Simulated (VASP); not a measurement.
# BN (l) (F-43m) in VASP: notebook

BN (l) is run at these levels: LDA; tasks: single point.

Everything below comes from runs of VASP 6.6.1. Logs are shortened: lines on timing, memory, paths and dates and some standing lists are left out, and cuts for length are marked.

### 1 The cell of the first run

The structure is cubic, space group F-43m (No. 216). The conventional cell has a = 3.615 Å, b = 3.615 Å, c = 3.615 Å, α = 90.00°, β = 90.00°, γ = 90.00°. B (site symmetry -43m) has 4 N at 1.57 Å within 2.1 Å. N (site symmetry -43m) has 4 B at 1.57 Å within 2.1 Å.

### 2 Single point, LDA

INCAR

```
SYSTEM = BN
ALGO = Normal ; EDIFF = 1E-6
ENCUT = 600 ; GGA_COMPAT = .False.
ISIF = 2 ; ISMEAR = 0
LASPH = .True. ; LCHARG = .False.
LREAL = .False. ; LWAVE = .False.
NBANDS = 11 ; NELM = 120
PREC = Accurate ; SIGMA = 0.1
```

KPOINTS

```
k-points
0
Gamma
  8 8 8
  0 0 0
```

POSCAR

```
BN
1.0
    0.0000000000      1.8075000000      1.8075000000
    1.8075000000      0.0000000000      1.8075000000
    1.8075000000      1.8075000000      0.0000000000
B N
1 1
Direct
    0.0000000000      0.0000000000      0.0000000000
    0.2500000000      0.2500000000      0.2500000000
```

Potentials or basis: VASP PAW LDA potentials, release 64 (B, N).

Command:

```console
$ cat potpaw_LDA.64/B/POTCAR potpaw_LDA.64/N/POTCAR > POTCAR
$ mpirun -np 1 vasp_std > vasp.out
```

OUTCAR:

```text
SYSTEM = BN
   EDIFF = 1E-6
   ENCUT = 600
   ISIF = 2
   ISMEAR = 0
   LASPH = .True.
   LREAL = .False.
   NELM = 120
   PREC = Accurate

 ion  position               nearest neighbor table
   1  0.000  0.000  0.000-   2 1.57   2 1.57   2 1.57   2 1.57
   2  0.250  0.250  0.250-   1 1.57   1 1.57   1 1.57   1 1.57

  LATTYP: Found a face centered cubic cell.
 ALAT       =     3.6150000000

  Lattice vectors:

 A1 = (   0.0000000000,   1.8075000000,   1.8075000000)
 A2 = (   1.8075000000,   0.0000000000,   1.8075000000)
 A3 = (   1.8075000000,   1.8075000000,   0.0000000000)

Analysis of symmetry for initial positions (statically):
=====================================================================
 Subroutine PRICEL returns:
 Original cell was already a primitive cell.

 Routine SETGRP: Setting up the symmetry group for a
 face centered cubic supercell.

 Subroutine GETGRP returns: Found 24 space group operations
 (whereof 24 operations were pure point group operations)
 out of a pool of 48 trial point group operations.

The static configuration has the point symmetry T_d .

Analysis of symmetry for dynamics (positions and initial velocities):
=====================================================================
 Subroutine PRICEL returns:
 Original cell was already a primitive cell.

 Routine SETGRP: Setting up the symmetry group for a
 face centered cubic supercell.

 Subroutine GETGRP returns: Found 24 space group operations
 (whereof 24 operations were pure point group operations)
 out of a pool of 48 trial point group operations.

The dynamic configuration has the point symmetry T_d .

 Subroutine INISYM returns: Found 24 space group operations
 (whereof 24 operations are pure point group operations),
 and found     1 'primitive' translations

----------------------------------------------------------------------------------------

                                     Primitive cell

  volume of cell :      11.8104

  direct lattice vectors                    reciprocal lattice vectors
     0.000000000  1.807500000  1.807500000    -0.276625173  0.276625173  0.276625173
     1.807500000  0.000000000  1.807500000     0.276625173 -0.276625173  0.276625173
     1.807500000  1.807500000  0.000000000     0.276625173  0.276625173 -0.276625173

  length of vectors
     2.556191014  2.556191014  2.556191014     0.479128854  0.479128854  0.479128854

  position of ions in fractional coordinates (direct lattice)
     0.000000000  0.000000000  0.000000000
     0.250000000  0.250000000  0.250000000

  ion indices of the primitive-cell ions
   primitive index   ion index
                 1           1
                 2           2

----------------------------------------------------------------------------------------

 KPOINTS: k-points

Automatic generation of k-mesh.
 Grid dimensions read from file:
 generate k-points for:    8    8    8

 Generating k-lattice:

  Cartesian coordinates                     Fractional coordinates (reciprocal lattice)
    -0.034578147  0.034578147  0.034578147     0.125000000  0.000000000  0.000000000
     0.034578147 -0.034578147  0.034578147     0.000000000  0.125000000  0.000000000
     0.034578147  0.034578147 -0.034578147     0.000000000  0.000000000  0.125000000

  Length of vectors
     0.059891107  0.059891107  0.059891107

  Shift w.r.t. Gamma in fractional coordinates (k-lattice)
     0.000000000  0.000000000  0.000000000

 Subroutine IBZKPT returns following result:
 ===========================================

 Found     29 irreducible k-points:

 Following reciprocal coordinates:
            Coordinates               Weight
  0.000000  0.000000  0.000000      1.000000
  0.125000  0.000000  0.000000      8.000000
  0.250000  0.000000  0.000000      8.000000
  0.375000  0.000000  0.000000      8.000000
  0.500000  0.000000  0.000000      4.000000
  0.125000  0.125000  0.000000      6.000000
[... 16 lines left out ...]
  0.500000  0.250000  0.125000     48.000000
 -0.375000  0.250000  0.125000     24.000000
 [... further k-points ...]
   k-points           NKPTS =     29   k-points in BZ     NKDIM =     29   number of bands    NBANDS=     11
   number of dos      NEDOS =    301   number of ions     NIONS =      2
   total plane-waves  NPLWV =   8000
   dimension x,y,z NGX =    20 NGY =   20 NGZ =   20
   dimension x,y,z NGXF=    40 NGYF=   40 NGZF=   40
   ions per type =               1   1
   NGX,Y,Z   is equivalent  to a cutoff of  13.01, 13.01, 13.01 a.u.
   NGXF,Y,Z  is equivalent  to a cutoff of  26.01, 26.01, 26.01 a.u.
 SYSTEM =  BN
   PREC   = accura    normal or accurate (medium, high low for compatibility)
   ISTART =      0    job   : 0-new  1-cont  2-samecut
   ICHARG =      2    charge: 1-file 2-atom 10-const
   ISPIN  =      1    spin polarized calculation?
   LNONCOLLINEAR =      F non collinear calculations
   LSORBIT =      F    spin-orbit coupling
   LASPH  =      T    aspherical Exc in radial PAW
   ENCUT  =  600.0 eV  44.10 Ry    6.64 a.u.   5.11  5.11  5.11*2*pi/ulx,y,z
   NELM   =    120;   NELMIN=  2; NELMDL= -5     # of ELM steps
   EDIFF  = 0.1E-05   stopping-criterion for ELM
   LREAL  =      F    real-space projection
   EDIFFG = 0.1E-04   stopping-criterion for IOM
   NSW    =      0    number of steps for IOM
   IBRION =     -1    ionic relax: 0-MD 1-quasi-New 2-CG
   NFREE  =      0    steps in history (QN), initial steepest desc. (CG)
   ISIF   =      2    stress and relaxation
   ISYM   =      2    0-nonsym 1-usesym 2-fastsym
   POTIM  = 0.5000    time-step for ionic-motion
   TEBEG  =    0.0;   TEEND  =   0.0 temperature during run
   PSTRESS=    0.0 pullay stress
   NELECT =       8.0000    total number of electrons
   NUPDOWN=      -1.0000    fix difference up-down
   EMIN   =  10.00;   EMAX   =-10.00  energy-range for DOS
   EFERMI =   0.00;   METHOD = LEGACY
   ISMEAR =     0;   SIGMA  =   0.10  broadening in eV -4-tet -1-fermi 0-gaus
   EFERMI_NEDOS =   21; number of points for ismear=-14 and -15
   IALGO  =     38    algorithm
   IMIX   =      4    mixing-type and parameters
     AMIX     =   0.40;   BMIX     =  1.00
     AMIX_MAG =   1.60;   BMIX_MAG =  1.00
  volume/ion in A,a.u.               =       5.91        39.85
  Fermi-wavevector in a.u.,A,eV,Ry     =   1.437749  2.716952 28.124920  2.067123
  Thomas-Fermi vector in A             =   2.556793
   LORBIT       =      0    0 simple, 1 ext, 2 COOP (PROOUT), +10 PAW based schemes
   GGA     = CA    functional components
   LHFCALC =     F    Hartree Fock is set to
   AEXX    =    0.0000 exact exchange contribution
   IVDW    =     0    specifies the selected vdW correction
   LEPSILON=     F    determine dielectric tensor
   LRPA    =     F    only Hartree local field effects (RPA)
 non-spin polarized calculation
 Gauss-broadening in eV      SIGMA  =   0.10
  energy-cutoff  :      600.00
  volume of cell :       11.81
 maximum number of plane-waves:       411
   NGX = 11   NGY = 11   NGZ = 11

 number of electron       8.0000000 magnetization

 Free energy of the ion-electron system (eV)
  ---------------------------------------------------
  ext. energy  EPLUGINS =         0.00000000
  ---------------------------------------------------
  free energy    TOTEN  =       -19.40664395 eV

  energy without entropy =      -19.40664395  energy(sigma->0) =      -19.40664395

 E-fermi :   7.8962     XC(G=0): -13.1048

 val. band max:        7.3877887708   @ k =   0.0000   0.0000   0.0000
 cond. band min:      11.7319935509   @ k =   0.5000   0.5000   0.0000
 fundamental gap:      4.3442047801
 Fermi energy:         7.8962180838

 k-point     1 :       0.0000    0.0000    0.0000
  band No.  band energies     occupation
      1     -12.6810      2.00000
      2       7.3878      2.00000
      3       7.3878      2.00000
      4       7.3878      2.00000
      5      16.0716      0.00000
      6      16.0716      0.00000
      7      16.0716      0.00000
      8      17.8286      0.00000
      9      31.8783      0.00000
     10      35.1750      0.00000
     11      35.1750      0.00000

 k-point     2 :       0.1250    0.0000    0.0000
  band No.  band energies     occupation
      1     -12.3007      2.00000
      2       5.5253      2.00000
      3       7.0049      2.00000
      4       7.0049      2.00000
      5      16.4876      0.00000
      6      16.6425      0.00000
      7      16.6425      0.00000
      8      18.9458      0.00000
      9      31.3424      0.00000
     10      31.9241      0.00000
     11      31.9241      0.00000

 k-point     3 :       0.2500    0.0000    0.0000
  band No.  band energies     occupation
      1     -11.1946      2.00000
      2       1.9335      2.00000
      3       6.2539      2.00000
      4       6.2539      2.00000
      5      17.0200      0.00000
      6      17.5885      0.00000
      7      17.5885      0.00000
      8      20.8653      0.00000
      9      30.4745      0.00000
     10      30.8582      0.00000
     11      30.8582      0.00000

 k-point     4 :       0.3750    0.0000    0.0000
  band No.  band energies     occupation
      1      -9.5489      2.00000
      2      -1.5298      2.00000
      3       5.6570      2.00000
      4       5.6570      2.00000
      5      17.4407      0.00000
      6      17.9492      0.00000
      7      17.9492      0.00000
      8      22.0423      0.00000
      9      30.2909      0.00000
     10      32.3501      0.00000
     11      32.3501      0.00000
[... 239 lines left out ...]
 k-point    22 :       0.3750    0.2500    0.1250
  band No.  band energies     occupation
      1     -10.2503      2.00000
      2       1.7259      2.00000
      3       3.4379      2.00000
      4       5.3638      2.00000
      5      15.8409      0.00000
      6      19.1154      0.00000
      7      19.9427      0.00000
      8      20.5724      0.00000
      9      26.6328      0.00000
     10      32.8244      0.00000
     11      34.5228      0.00000

 k-point    23 :       0.5000    0.2500    0.1250
  band No.  band energies     occupation
      1      -8.7086      2.00000
      2      -0.8199      2.00000
      3       2.6400      2.00000
      4       4.4273      2.00000
      5      16.6416      0.00000
      6      18.6418      0.00000
      7      21.0783      0.00000
      8      21.8648      0.00000
      9      27.1923      0.00000
     10      32.3863      0.00000
     11      34.6204      0.00000

 k-point    24 :      -0.3750    0.2500    0.1250
  band No.  band energies     occupation
      1      -7.6863      2.00000
      2      -2.3286      2.00000
      3       2.5778      2.00000
      4       3.9169      2.00000
      5      16.8126      0.00000
      6      18.5035      0.00000
      7      21.6785      0.00000
      8      22.9967      0.00000
      9      26.5557      0.00000
     10      32.9741      0.00000
     11      34.6314      0.00000

 [... further k-points ...]
[... 5 lines left out ...]
  --------------------------------------------------------------------------------------
  -------------------------------------------------------------------------------------
  Total       -0.7588213     -0.7588213     -0.7588213      0.0000000     -0.0000000      0.0000000
  in kB     -102.9402387   -102.9402387   -102.9402387      0.0000000     -0.0000000      0.0000000
  external PRESSURE =    -102.9402387 kB  Pullay stress =       0.0000000 kB

 VOLUME and BASIS-vectors are now :
 -----------------------------------------------------------------------------
  energy-cutoff  :      600.00
  volume of cell :       11.81
      direct lattice vectors                 reciprocal lattice vectors
     0.000000000  1.807500000  1.807500000    -0.276625173  0.276625173  0.276625173
     1.807500000  0.000000000  1.807500000     0.276625173 -0.276625173  0.276625173
     1.807500000  1.807500000  0.000000000     0.276625173  0.276625173 -0.276625173

 POSITION                                       TOTAL-FORCE (eV/Angst)
 -----------------------------------------------------------------------------------
      0.00000      0.00000      0.00000        -0.000000     -0.000000     -0.000000
      0.90375      0.90375      0.90375         0.000000      0.000000      0.000000
 -----------------------------------------------------------------------------------
    total drift:                               -0.000000     -0.000000     -0.000000

  FREE ENERGIE OF THE ION-ELECTRON SYSTEM (eV)
  ---------------------------------------------------
  free  energy   TOTEN  =       -19.4066439506 eV

  energy  without entropy=      -19.4066439506  energy(sigma->0) =      -19.40664395
```

Run time: 4.6 s. Hardware: 1 thread of AMD EPYC 7R43 (Zen 3), shared host; peak memory 0.08 GiB.

Results:

```
Free energy            : -19.4066 eV
Pressure               : -10.3 GPa
Band gap on the k mesh : 4.34 eV, indirect (least direct gap 8.68 eV)
```

### 3 Single point, LDA

This run uses another cell than the first one, of 5.74 Å³/atom, 0.972 times its volume.

INCAR

```
SYSTEM = BN
  PREC = Accurate
  ENCUT = 600
  EDIFF = 1E-6
  ISMEAR = 0
  SIGMA = 0.1
  LREAL = .FALSE.
  LASPH = .TRUE.
  NELM = 120
  ALGO = Normal
  ISIF = 2
  LWAVE = .FALSE.
  LCHARG = .FALSE.
  GGA = CA
  NBANDS = 11
  GGA_COMPAT = .FALSE.
```

KPOINTS

```
regular mesh
0
G
  10 10 10
  0 0 0
```

POSCAR

```
BN
1.0
    0.0000000000      1.7905522030      1.7905522030
    1.7905522030      0.0000000000      1.7905522030
    1.7905522030      1.7905522030      0.0000000000
B N
1 1
Direct
    0.0000000000      0.0000000000      0.0000000000
    0.2500000000      0.2500000000      0.2500000000
```

Potentials or basis: VASP PAW LDA potentials, release 64 (B, N).

Command:

```console
$ cat potpaw_LDA.64/B/POTCAR potpaw_LDA.64/N/POTCAR > POTCAR
$ mpirun -np 1 vasp_std > vasp.out
```

Wall time 6.7 s (1 thread of AMD EPYC 7R43 (Zen 3), shared host); peak memory 0.08 GiB.

It converged, with:

| Quantity | Value |
| --- | --- |
| Free energy | -19.4163 eV |
| Pressure | 0.6 GPa |
| Band gap on the k mesh | 4.38 eV, indirect (least direct gap 8.82 eV) |

Levels at points of the mesh, in eV from the valence-band top:
| k point | band 2 | band 3 | band 4 | band 5 | band 6 | band 7 |
| --- | --- | --- | --- | --- | --- | --- |
| (0.00, 0.00, 0.00) | 0.00 | 0.00 | 0.00 | 8.82 | 8.82 | 8.82 |
| (0.50, 0.00, 0.00) | -10.97 | -2.00 | -2.00 | 10.58 | 10.72 | 10.72 |
| (0.50, 0.50, 0.00) | -9.07 | -5.07 | -5.07 | 4.38 | 9.30 | 18.13 |

A k mesh can miss the band edges.
